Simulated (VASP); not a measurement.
# Ti (P6_3/mmc) in VASP: a series of runs, part 3 of 3

VASP 6.6.1. Earlier steps stand in the parts before.

## Step 6: Single point, PBE

INCAR

```
  PREC = Accurate
  ENCUT = 520
  EDIFF = 1E-6
  ISMEAR = -1
  SIGMA = 0.1
  LREAL = False
  LASPH = True
  NELM = 80
  ALGO = Normal
  ISIF = 2
  LWAVE = False
  LCHARG = True
  GGA = PE
  LELF = True
  LVHAR = True
  NBANDS = 32
```

KPOINTS

```
regular mesh
0
Gamma
  16 16 5
```

POSCAR

```
Ti
1.0
    2.9343157509      0.0000000000      0.0000000000
   -1.4671578754      2.5411919830      0.0000000000
    0.0000000000      0.0000000000      9.3880059333
Ti
4
Direct
    1.0000000000      1.0000000000      0.0000000000
    1.0000000000      1.0000000000      0.5000000000
    0.3333333333      0.6666666667      0.2500000000
    0.6666666667      0.3333333333      0.7500000000
```

Potentials or basis: VASP PAW PBE potentials, release 64 (Ti_sv).

The run is started by

```
cat potpaw_PBE.64/Ti_sv/POTCAR > POTCAR
mpirun -np 1 vasp_std > vasp.out
```

OUTCAR:

```text
PREC = Accurate
   ENCUT = 520
   EDIFF = 1E-6
   ISMEAR = -1
   LREAL = False
   LASPH = True
   NELM = 80
   ISIF = 2
   GGA = PE

 ion  position               nearest neighbor table
   1  0.000  0.000  0.000-   3 2.89   4 2.89   3 2.89   4 2.89   4 2.89   3 2.89
   2  0.000  0.000  0.500-   3 2.89   4 2.89   3 2.89   4 2.89   4 2.89   3 2.89
   3  0.333  0.667  0.250-   1 2.89   2 2.89   1 2.89   2 2.89   1 2.89   2 2.89
   4  0.667  0.333  0.750-   1 2.89   2 2.89   1 2.89   2 2.89   1 2.89   2 2.89

  LATTYP: Found a hexagonal cell.
 ALAT       =     2.9343157509
 C/A-ratio  =     3.1993850459

  Lattice vectors:

 A1 = (   2.9343157509,   0.0000000000,   0.0000000000)
 A2 = (  -1.4671578754,   2.5411919830,   0.0000000000)
 A3 = (   0.0000000000,   0.0000000000,   9.3880059333)

Analysis of symmetry for initial positions (statically):
=====================================================================
 Subroutine PRICEL returns:
 Original cell was already a primitive cell.

 Routine SETGRP: Setting up the symmetry group for a
 hexagonal supercell.

 Subroutine GETGRP returns: Found 24 space group operations
 (whereof 12 operations were pure point group operations)
 out of a pool of 24 trial point group operations.

The static configuration has the point symmetry D_3d.
 The point group associated with its full space group is D_6h.

Analysis of symmetry for dynamics (positions and initial velocities):
=====================================================================
 Subroutine PRICEL returns:
 Original cell was already a primitive cell.

 Routine SETGRP: Setting up the symmetry group for a
 hexagonal supercell.

 Subroutine GETGRP returns: Found 24 space group operations
 (whereof 12 operations were pure point group operations)
 out of a pool of 24 trial point group operations.

The dynamic configuration has the point symmetry D_3d.
 The point group associated with its full space group is D_6h.

[... 114 lines left out ...]
   NUPDOWN=      -1.0000    fix difference up-down
   EMIN   =  10.00;   EMAX   =-10.00  energy-range for DOS
   EFERMI =   0.00;   METHOD = LEGACY
   ISMEAR =    -1;   SIGMA  =   0.10  broadening in eV -4-tet -1-fermi 0-gaus
   EFERMI_NEDOS =   21; number of points for ismear=-14 and -15
   IALGO  =     38    algorithm
   IMIX   =      4    mixing-type and parameters
     AMIX     =   0.40;   BMIX     =  1.00
     AMIX_MAG =   1.60;   BMIX_MAG =  1.00
  volume/ion in A,a.u.               =      17.50       118.10
  Fermi-wavevector in a.u.,A,eV,Ry     =   1.443608  2.728024 28.354606  2.084005
  Thomas-Fermi vector in A             =   2.561997
   LORBIT       =      0    0 simple, 1 ext, 2 COOP (PROOUT), +10 PAW based schemes
   GGA     = PE    functional components
[... 5 lines left out ...]
 non-spin polarized calculation
  energy-cutoff  :      520.00
  volume of cell :       70.00
 maximum number of plane-waves:      1937
 NGX is ok and might be reduce to    24
   NGX = 11   NGY = 11   NGZ = 35

 number of electron      47.9999993 magnetization

 Free energy of the ion-electron system (eV)
  ---------------------------------------------------
  ext. energy  EPLUGINS =         0.00000000
  ---------------------------------------------------
  free energy    TOTEN  =       -31.27336594 eV

  energy without entropy =      -31.06234978  energy(sigma->0) =      -31.16785786

 E-fermi :   8.1721     XC(G=0): -11.4638

 val. band max:        8.1682091952   @ k =   0.1875   0.1875   0.2000
 cond. band min:       8.1767451836   @ k =   0.1875   0.0625   0.2000
 fundamental gap:      0.0085359885
 Fermi energy:         8.1721398963

 k-point     1 :       0.0000    0.0000    0.0000
  band No.  band energies     occupation
      1     -48.6089      2.00000
      2     -48.5528      2.00000
      3     -48.5372      2.00000
      4     -48.4803      2.00000
      5     -25.1558      2.00000
      6     -24.8381      2.00000
[... 829 lines left out ...]
     31      10.4286      0.00000
     32      10.4936      0.00000

 [... further k-points ...]

------------------------ aborting loop because EDIFF is reached ----------------------------------------

  FORCE on cell =-STRESS in cart. coord.  units (eV):
  Direction    XX          YY          ZZ          XY          YZ          ZX
  --------------------------------------------------------------------------------------
  -------------------------------------------------------------------------------------
  Total       -0.1058949     -0.1058949     -0.1129765     -0.0000000      0.0000000      0.0000000
  in kB       -2.4236383     -2.4236383     -2.5857182     -0.0000000      0.0000000      0.0000000
  external PRESSURE =      -2.4776650 kB  Pullay stress =       0.0000000 kB

 VOLUME and BASIS-vectors are now :
 -----------------------------------------------------------------------------
  energy-cutoff  :      520.00
  volume of cell :       70.00
      direct lattice vectors                 reciprocal lattice vectors
     2.934315751  0.000000000  0.000000000     0.340794954  0.196758058  0.000000000
    -1.467157875  2.541191983  0.000000000     0.000000000  0.393516116  0.000000000
     0.000000000  0.000000000  9.388005933     0.000000000  0.000000000  0.106518893

 POSITION                                       TOTAL-FORCE (eV/Angst)
 -----------------------------------------------------------------------------------
      0.00000      0.00000      0.00000        -0.000000      0.000000     -0.000000
      0.00000      0.00000      4.69400        -0.000000      0.000000     -0.000000
     -0.00000      1.69413      2.34700         0.000000     -0.000000     -0.000000
      1.46716      0.84706      7.04100        -0.000000      0.000000      0.000000
 -----------------------------------------------------------------------------------
    total drift:                               -0.000000      0.000000      0.000000

  FREE ENERGIE OF THE ION-ELECTRON SYSTEM (eV)
  ---------------------------------------------------
  free  energy   TOTEN  =       -31.2733659394 eV

  energy  without entropy=      -31.0623497845  energy(sigma->0) =      -31.16785786
```

OSZICAR:

```text
N       E                     dE             d eps       ncg     rms          rms(c)
DAV:   1     0.616431313700E+03    0.61643E+03   -0.24140E+04  5760   0.186E+03
DAV:   2     0.411231698631E+02   -0.57531E+03   -0.56188E+03  5872   0.555E+02
DAV:   3    -0.283811002098E+02   -0.69504E+02   -0.66213E+02  9304   0.165E+02
DAV:   4    -0.350825414597E+02   -0.67014E+01   -0.65947E+01  8440   0.482E+01
DAV:   5    -0.354230922722E+02   -0.34055E+00   -0.34024E+00  9048   0.954E+00    0.165E+01
DAV:   6    -0.312613150606E+02    0.41618E+01   -0.14840E+01  7344   0.331E+01    0.423E+00
DAV:   7    -0.314012226618E+02   -0.13991E+00   -0.25707E+00  8280   0.141E+01    0.453E+00
DAV:   8    -0.312516503783E+02    0.14957E+00   -0.12080E+00  8432   0.808E+00    0.289E+00
DAV:   9    -0.312865131812E+02   -0.34863E-01   -0.45290E-01  7512   0.687E+00    0.892E-01
DAV:  10    -0.312729591189E+02    0.13554E-01   -0.81945E-02  7344   0.287E+00    0.121E-01
DAV:  11    -0.312732199518E+02   -0.26083E-03   -0.63494E-03  8080   0.588E-01    0.125E-01
DAV:  12    -0.312733801372E+02   -0.16019E-03   -0.88643E-04  7816   0.215E-01    0.319E-02
DAV:  13    -0.312733643511E+02    0.15786E-04   -0.13620E-04  8448   0.945E-02    0.219E-02
DAV:  14    -0.312733673916E+02   -0.30405E-05   -0.11405E-05  7072   0.325E-02    0.128E-02
DAV:  15    -0.312733653069E+02    0.20847E-05   -0.79357E-06  7032   0.221E-02    0.229E-03
DAV:  16    -0.312733659394E+02   -0.63254E-06   -0.78239E-07  4424   0.993E-03
   1 F= -.31273366E+02 E0= -.31167858E+02  d E =-.211016E+00
```

Wall time 87 s (1 thread of Intel Xeon 6975P-C (Granite Rapids), shared host); peak memory 0.28 GiB.

What came out:

* Free energy: -31.2734 eV
* Pressure: -0.2 GPa
* Band gap on the k mesh: zero (bands 24 and 25 overlap by 1.12 eV)

Levels at points of the mesh, in eV from the Fermi level:
```csv
k point,band 20,band 21,band 22,band 23,band 24,band 25,band 26,band 27,band 28,band 29
"(0.00, 0.00, 0.00)",-2.59,0.11,0.14,0.68,0.68,0.74,0.74,0.75,0.93,1.06
"(0.50, 0.00, 0.00)",-1.85,-1.28,-1.19,-1.03,-0.11,0.09,0.62,1.10,1.40,1.84
```

## Step 7: Single point, PBE, collinear spin (16.78 Å³/atom)

This run uses another cell than the first one, of 16.78 Å³/atom.

INCAR

```
PREC = Accurate
ENCUT = 520
EDIFF = 1E-7
ISMEAR = -1
SIGMA = 0.05
LREAL = False
LASPH = True
NELM = 150
ALGO = Normal
ISIF = 2
LWAVE = False
LCHARG = False
ISPIN = 2
MAGMOM = 1 1 1 1
LORBIT = 11
LMAXMIX = 4
GGA = PE
NBANDS = 36
```

KPOINTS

```
regular mesh
0
Gamma
  14 14 4
```

POSCAR

```
Ti
1.0
    2.8956403126      0.0000000000      0.0000000000
   -1.4478201563      2.5076980709      0.0000000000
    0.0000000000      0.0000000000      9.2439793741
Ti
4
Direct
    1.0000000000      1.0000000000      1.0000000000
    1.0000000000      1.0000000000      0.5000000000
    0.3333333333      0.6666666667      0.2500000000
    0.6666666667      0.3333333333      0.7500000000
```

The run is started by

```
cat potpaw_PBE.64/Ti_sv/POTCAR > POTCAR
mpirun -np 1 vasp_std > vasp.out
```

Run time: 6.2 min. Hardware: 1 thread of Intel Xeon Platinum 8259CL at 2.50GHz (Skylake/Cascade Lake), shared host; peak memory 0.37 GiB.

Results (log left out):

```yaml
Free_energy: -31.1584 eV
Pressure: 4.5 GPa
Band_gap_on_the_k_mesh: zero (filled and empty bands overlap)
Net_moment: 0.00 μB per cell
Valence_electrons_inside_the_program's_atomic_spheres: Ti 10.29
```

Levels at points of the mesh, in eV from the Fermi level:
Spin up:
| k point | band 22 | band 23 | band 24 | band 25 | band 26 | band 27 |
| --- | --- | --- | --- | --- | --- | --- |
| (0.00, 0.00, 0.00) | 0.13 | 0.67 | 0.67 | 0.75 | 0.75 | 0.88 |
| (0.50, 0.00, 0.00) | -1.25 | -1.08 | -0.09 | 0.08 | 0.60 | 1.15 |
| (0.00, 0.00, 0.50) | 0.24 | 0.67 | 0.67 | 0.82 | 0.82 | 0.82 |
| (0.50, 0.00, 0.50) | -1.57 | -0.20 | -0.20 | 0.75 | 0.75 | 0.95 |
Spin down:
```
           k point  band 21  band 22  band 23  band 24  band 25  band 26  band 27  band 28
(0.00, 0.00, 0.00)     0.11     0.13     0.67     0.67     0.75     0.75     0.88     0.97
(0.50, 0.00, 0.00)    -1.34    -1.25    -1.08    -0.09     0.08     0.60     1.15     1.51
(0.00, 0.00, 0.50)     0.24     0.24     0.67     0.67     0.82     0.82     0.82     0.82
(0.50, 0.00, 0.50)    -1.57    -1.57    -0.20    -0.20     0.75     0.75     0.95     0.95
```

Caveat: the cell stands under pressure.

## Step 8: Summary

| spin | cell | k mesh | smearing | gap on the mesh (eV) | pressure (GPa) |
| --- | --- | --- | --- | --- | --- |
| off | a = 2.934, b = 2.934, c = 9.388 Å, angles 90.0, 90.0, 120.0°, 4 atoms | 12 × 12 × 4 | fermi-dirac 0.1 eV | none | -0.3 |
| off | a = 2.895, b = 2.895, c = 9.261 Å, angles 90.0, 90.0, 120.0°, 4 atoms | 14 × 14 × 4 | fermi-dirac 0.1 eV | none | 4.5 |
| off | a = 2.973, b = 2.973, c = 9.512 Å, angles 90.0, 90.0, 120.0°, 4 atoms | 14 × 14 × 4 | fermi-dirac 0.1 eV | none | -4.2 |
| off | a = 3.011, b = 3.011, c = 9.632 Å, angles 90.0, 90.0, 120.0°, 4 atoms | 14 × 14 × 4 | fermi-dirac 0.1 eV | none | -7.5 |
| off | a = 2.934, b = 2.934, c = 9.388 Å, angles 90.0, 90.0, 120.0°, 4 atoms | 16 × 16 × 5 | fermi-dirac 0.1 eV | none | -0.2 |
| collinear | a = 2.896, b = 2.896, c = 9.244 Å, angles 90.0, 90.0, 120.0°, 4 atoms | 14 × 14 × 4 | fermi-dirac 0.05 eV | none | 4.5 |

Alike in all rows: task single point; level PBE; potentials or basis VASP PAW PBE potentials, release 64 (Ti_sv); cutoff (eV) 520.

Caveats: the cell stands under pressure (at least some runs); the cell stands under tension (at least some runs).

Total energies depend on the potentials used, so only differences within one code and one set of settings carry meaning.
